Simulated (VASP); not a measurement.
BeCd2S3: relaxation of cell and atoms with PBE

The system is BeCd2S3.

```xyz
6
Lattice="-1.9200 5.7600 2.7150 1.9200 -5.7600 2.7150 1.9200 5.7600 -2.7150" Properties=species:S:1:pos:R:3 pbc="T T T"
Be    0.0000    0.0000    0.0000
Cd    0.0000    7.6838    0.0000
Cd    0.0000    3.8362    0.0000
S     1.9200    0.0000    1.2489
S     1.9200    3.8362    1.3575
S     0.0000    1.9238    4.0725
```

```
Program                : VASP 6.6.1
Task                   : relaxation of cell and atoms
Functional             : PBE
Potentials or basis    : VASP PAW PBE potentials, release 64 (Be, Cd, S)
Cutoff                 : 600 eV
k mesh                 : 4 × 4 × 4
Occupations            : gaussian, width 0.15 eV
Spin                   : no spin polarisation
Dipole correction      : no
Further INCAR settings : ALGO = Normal; EDIFF = 1e-06; IBRION = 2; EDIFFG = -0.08; NSW = 36; ISIF = 3
```

```json
{"Relaxed volume": "21.61 Å³/atom", "Relaxed cell": "a = 6.825 Å, b = 6.825 Å, c = 6.825 Å, α = 146.94°, β = 60.38°, γ = 131.01°", "Space group after relaxing (to 0.1 Å)": "Imm2 (No. 44)", "Energy gained by relaxing": "263.6 meV/atom", "Ionic steps": "10", "Pressure after relaxing": "-0.1 GPa", "Largest force after relaxing": "0.080 eV/Å", "Band gap on the k mesh": "1.67 eV"}
```

Forces in eV/Å, atoms in the order of the input:
```
Be   0.000  0.000 -0.080
Cd   0.000 -0.050  0.016
Cd   0.000  0.050  0.016
S    0.000  0.000  0.051
S    0.000  0.020 -0.002
S    0.000 -0.020 -0.002
```

Stress tensor (GPa, compression positive):
```
-0.09  0.00  0.00
 0.00 -0.14  0.00
 0.00  0.00 -0.04
```

Step by step:
```tsv
step	energy change (eV)	largest force (eV/Å)	pressure (GPa)	volume (Å³)
1	0.0000	3.1327	10.95	120.10
2	-1.0597	1.0470	-5.06	145.47
3	-1.1025	1.3400	-3.22	140.46
4	-1.4296	0.8154	-2.00	135.36
5	-1.5581	0.2465	0.10	129.87
6	-1.5597	0.1645	-0.20	130.52
7	-1.5598	0.1731	-0.11	130.32
8	-1.5716	0.1537	0.03	129.82
9	-1.5768	0.1467	0.22	129.19
10	-1.5817	0.0799	-0.09	129.67
```

Final structure:
```
Be Cd S
1.0
    -1.94197    5.89938    2.82972
     1.94197   -5.89938    2.82972
     1.94197    5.89938   -2.82972
Be Cd S
1 2 3
Direct
  0.99244 0.99244 0.00000
  0.65268 0.99202 0.66065
  0.33137 0.99202 0.33935
  0.18764 0.68764 0.50000
  0.63540 0.78294 0.85246
  0.93048 0.78294 0.14754
```

Levels at points of the mesh, in eV from the valence-band top:
| k point | band 18 | band 19 | band 20 | band 21 | band 22 | band 23 | band 24 | band 25 | band 26 |
| --- | --- | --- | --- | --- | --- | --- | --- | --- | --- |
| (0.00, 0.00, 0.00) | -2.26 | -0.92 | -0.36 | -0.24 | 0.00 | 1.67 | 3.98 | 5.01 | 5.29 |
| (0.50, 0.00, 0.00) | -1.54 | -1.34 | -0.75 | -0.69 | -0.47 | 2.95 | 4.08 | 4.17 | 5.15 |
| (0.00, 0.50, 0.00) | -2.76 | -2.00 | -1.73 | -0.83 | -0.77 | 2.95 | 4.88 | 4.92 | 5.71 |
| (0.50, 0.50, 0.00) | -2.40 | -2.23 | -2.01 | -1.32 | -1.32 | 3.24 | 3.64 | 4.70 | 4.88 |
| (0.50, 0.50, 0.50) | -2.34 | -1.32 | -1.28 | -0.49 | -0.14 | 2.87 | 3.71 | 3.99 | 4.74 |

Run time: 12 min on 1 thread of AMD EPYC 7R13 Processor (Zen 3), on a shared host, peak memory 0.42 GiB.

Caveat: the k points lie up to 0.43 Å⁻¹ apart in the final cell; the relaxation stopped at a loose force limit of 0.08 eV/Å, so its end isn't a converged minimum.
